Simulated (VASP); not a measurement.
# AgBr (Fm-3m) in VASP: single point with PBE

Aim: the single point of AgBr with PBE.

All numbers are computed with VASP 6.6.1; they aren't measurements. Logs are shortened: lines on timing, memory, paths and dates and some standing lists are left out, and cuts for length are marked.

### Step 1. The cell of the first run

The structure is cubic, space group Fm-3m (No. 225). Conventional cell: a = 5.798 Å, b = 5.798 Å, c = 5.798 Å, α = 90.00°, β = 90.00°, γ = 90.00°. Ag (site symmetry m-3m) has 6 Br at 2.90 Å within 3.8 Å. Within 3.8 Å of Br (site symmetry m-3m) lie 6 Ag at 2.90 Å.

### Step 2. Single point, PBE

Input file INCAR:

```
SYSTEM = AgBr
ALGO = Normal
EDIFF = 1E-6
ENCUT = 500
GGA = PE
GGA_COMPAT = .FALSE.
ISIF = 2
ISMEAR = -1
LASPH = .TRUE.
LCHARG = .FALSE.
LREAL = .FALSE.
LWAVE = .FALSE.
NBANDS = 16
NELM = 120
PREC = Accurate
SIGMA = 0.1
```

Input file KPOINTS:

```
k-points
0
G
  10 10 10
  0 0 0
```

Input file POSCAR:

```
AgBr
1.0
    0.0000000000      2.8990140000      2.8990140000
    2.8990140000      0.0000000000      2.8990140000
    2.8990140000      2.8990140000      0.0000000000
Ag Br
1 1
Direct
    0.0000000000      0.0000000000      0.0000000000
    0.5000000000      0.5000000000      0.5000000000
```

Potentials or basis: VASP PAW PBE potentials, release 64 (Ag, Br).

The run is started by

```
$ cat potpaw_PBE.64/Ag/POTCAR potpaw_PBE.64/Br/POTCAR > POTCAR
$ mpirun -np 1 vasp_std > vasp.out
```

OUTCAR:

```text
SYSTEM = AgBr
   EDIFF = 1E-6
   ENCUT = 500
   GGA = PE
   ISIF = 2
   ISMEAR = -1
   LASPH = .TRUE.
   LREAL = .FALSE.
   NELM = 120
   PREC = Accurate

 ion  position               nearest neighbor table
   1  0.000  0.000  0.000-   2 2.90   2 2.90   2 2.90   2 2.90   2 2.90   2 2.90
   2  0.500  0.500  0.500-   1 2.90   1 2.90   1 2.90   1 2.90   1 2.90   1 2.90

  LATTYP: Found a face centered cubic cell.
 ALAT       =     5.7980280000

  Lattice vectors:

 A1 = (   0.0000000000,   2.8990140000,   2.8990140000)
 A2 = (   2.8990140000,   0.0000000000,   2.8990140000)
 A3 = (   2.8990140000,   2.8990140000,   0.0000000000)

Analysis of symmetry for initial positions (statically):
=====================================================================
 Subroutine PRICEL returns:
 Original cell was already a primitive cell.

 Routine SETGRP: Setting up the symmetry group for a
 face centered cubic supercell.

 Subroutine GETGRP returns: Found 48 space group operations
 (whereof 48 operations were pure point group operations)
 out of a pool of 48 trial point group operations.

The static configuration has the point symmetry O_h .

Analysis of symmetry for dynamics (positions and initial velocities):
=====================================================================
 Subroutine PRICEL returns:
 Original cell was already a primitive cell.

 Routine SETGRP: Setting up the symmetry group for a
 face centered cubic supercell.

 Subroutine GETGRP returns: Found 48 space group operations
 (whereof 48 operations were pure point group operations)
 out of a pool of 48 trial point group operations.

The dynamic configuration has the point symmetry O_h .

 Subroutine INISYM returns: Found 48 space group operations
 (whereof 48 operations are pure point group operations),
 and found     1 'primitive' translations

----------------------------------------------------------------------------------------

                                     Primitive cell

  volume of cell :      48.7283

  direct lattice vectors                    reciprocal lattice vectors
     0.000000000  2.899014000  2.899014000    -0.172472434  0.172472434  0.172472434
     2.899014000  0.000000000  2.899014000     0.172472434 -0.172472434  0.172472434
     2.899014000  2.899014000  0.000000000     0.172472434  0.172472434 -0.172472434

  length of vectors
     4.099824916  4.099824916  4.099824916     0.298731018  0.298731018  0.298731018

  position of ions in fractional coordinates (direct lattice)
     0.000000000  0.000000000  0.000000000
     0.500000000  0.500000000  0.500000000

  ion indices of the primitive-cell ions
[... 72 lines left out ...]
   LASPH  =      T    aspherical Exc in radial PAW
   ENCUT  =  500.0 eV  36.75 Ry    6.06 a.u.   7.47  7.47  7.47*2*pi/ulx,y,z
   NELM   =    120;   NELMIN=  2; NELMDL= -5     # of ELM steps
   EDIFF  = 0.1E-05   stopping-criterion for ELM
   LREAL  =      F    real-space projection
   EDIFFG = 0.1E-04   stopping-criterion for IOM
   NSW    =      0    number of steps for IOM
   IBRION =     -1    ionic relax: 0-MD 1-quasi-New 2-CG
   NFREE  =      0    steps in history (QN), initial steepest desc. (CG)
   ISIF   =      2    stress and relaxation
   ISYM   =      2    0-nonsym 1-usesym 2-fastsym
   POTIM  = 0.5000    time-step for ionic-motion
   TEBEG  =    0.0;   TEEND  =   0.0 temperature during run
   PSTRESS=    0.0 pullay stress
   NELECT =      18.0000    total number of electrons
   NUPDOWN=      -1.0000    fix difference up-down
   EMIN   =  10.00;   EMAX   =-10.00  energy-range for DOS
   EFERMI =   0.00;   METHOD = LEGACY
   ISMEAR =    -1;   SIGMA  =   0.10  broadening in eV -4-tet -1-fermi 0-gaus
   EFERMI_NEDOS =   21; number of points for ismear=-14 and -15
   IALGO  =     38    algorithm
   IMIX   =      4    mixing-type and parameters
     AMIX     =   0.40;   BMIX     =  1.00
     AMIX_MAG =   1.60;   BMIX_MAG =  1.00
  volume/ion in A,a.u.               =      24.36       164.42
  Fermi-wavevector in a.u.,A,eV,Ry     =   1.174642  2.219751 18.773084  1.379783
  Thomas-Fermi vector in A             =   2.311035
   LORBIT       =      0    0 simple, 1 ext, 2 COOP (PROOUT), +10 PAW based schemes
   GGA     = PE    functional components
   LHFCALC =     F    Hartree Fock is set to
   AEXX    =    0.0000 exact exchange contribution
   IVDW    =     0    specifies the selected vdW correction
   LEPSILON=     F    determine dielectric tensor
   LRPA    =     F    only Hartree local field effects (RPA)
 non-spin polarized calculation
  energy-cutoff  :      500.00
  volume of cell :       48.73
 maximum number of plane-waves:      1260
 NGX is ok and might be reduce to    30
   NGX = 15   NGY = 15   NGZ = 15

 number of electron      18.0000004 magnetization

 Free energy of the ion-electron system (eV)
  ---------------------------------------------------
  ext. energy  EPLUGINS =         0.00000000
  ---------------------------------------------------
  free energy    TOTEN  =        -4.99756794 eV

  energy without entropy =       -4.99708468  energy(sigma->0) =       -4.99732631

 E-fermi :   3.8141     XC(G=0):  -9.7082

 val. band max:        3.2573595175   @ k =   0.5000   0.0000   0.0000
 cond. band min:       3.9367626318   @ k =   0.0000   0.0000   0.0000
 fundamental gap:      0.6794031143
 Fermi energy:         3.8140718811

 k-point     1 :       0.0000    0.0000    0.0000
  band No.  band energies     occupation
      1     -11.6333      2.00000
      2       0.5844      2.00000
      3       0.5844      2.00000
      4       0.5847      2.00000
      5       0.5847      2.00000
      6       0.5847      2.00000
[... 433 lines left out ...]
      3       0.0345      2.00000
      4       0.1113      2.00000
      5       0.5465      2.00000
      6       0.8448      2.00000
[... 8 lines left out ...]
     15      17.5527      0.00000
     16      18.3424      0.00000

 [... further k-points ...]
[... 5 lines left out ...]
  --------------------------------------------------------------------------------------
  -------------------------------------------------------------------------------------
  Total        0.2653653      0.2653653      0.2653653      0.0000000      0.0000000      0.0000000
  in kB        8.7251660      8.7251660      8.7251660      0.0000000      0.0000000      0.0000000
  external PRESSURE =       8.7251660 kB  Pullay stress =       0.0000000 kB

 VOLUME and BASIS-vectors are now :
 -----------------------------------------------------------------------------
  energy-cutoff  :      500.00
  volume of cell :       48.73
      direct lattice vectors                 reciprocal lattice vectors
     0.000000000  2.899014000  2.899014000    -0.172472434  0.172472434  0.172472434
     2.899014000  0.000000000  2.899014000     0.172472434 -0.172472434  0.172472434
     2.899014000  2.899014000  0.000000000     0.172472434  0.172472434 -0.172472434

 POSITION                                       TOTAL-FORCE (eV/Angst)
 -----------------------------------------------------------------------------------
      0.00000      0.00000      0.00000         0.000000      0.000000     -0.000000
      2.89901      2.89901      2.89901         0.000000      0.000000      0.000000
 -----------------------------------------------------------------------------------
    total drift:                               -0.000000      0.000000      0.000000

  FREE ENERGIE OF THE ION-ELECTRON SYSTEM (eV)
  ---------------------------------------------------
  free  energy   TOTEN  =        -4.9975679395 eV

  energy  without entropy=       -4.9970846817  energy(sigma->0) =       -4.99732631
```

stdout:

```text
POSCAR found type information on POSCAR AgBr
 POSCAR found :  2 types and       2 ions
 scaLAPACK will be used
 LDA part: xc-table for (Slater+PW92), standard interpolation
 POSCAR, INCAR and KPOINTS ok, starting setup
 FFT: planning ... GRIDC
 FFT: planning ... GRID_SOFT
 FFT: planning ... GRID
 WAVECAR not read
 entering main loop
```

Wall time 27 s (1 thread of Intel Xeon 8259CL, shared host); peak memory 0.19 GiB.

What came out:

```
Free energy            : -4.9976 eV
Pressure               : 0.9 GPa
Band gap on the k mesh : 0.68 eV (least direct gap 2.51 eV)
```

A k mesh can miss the band edges. PBE gaps usually lie below the measured ones, often by a third to a half.
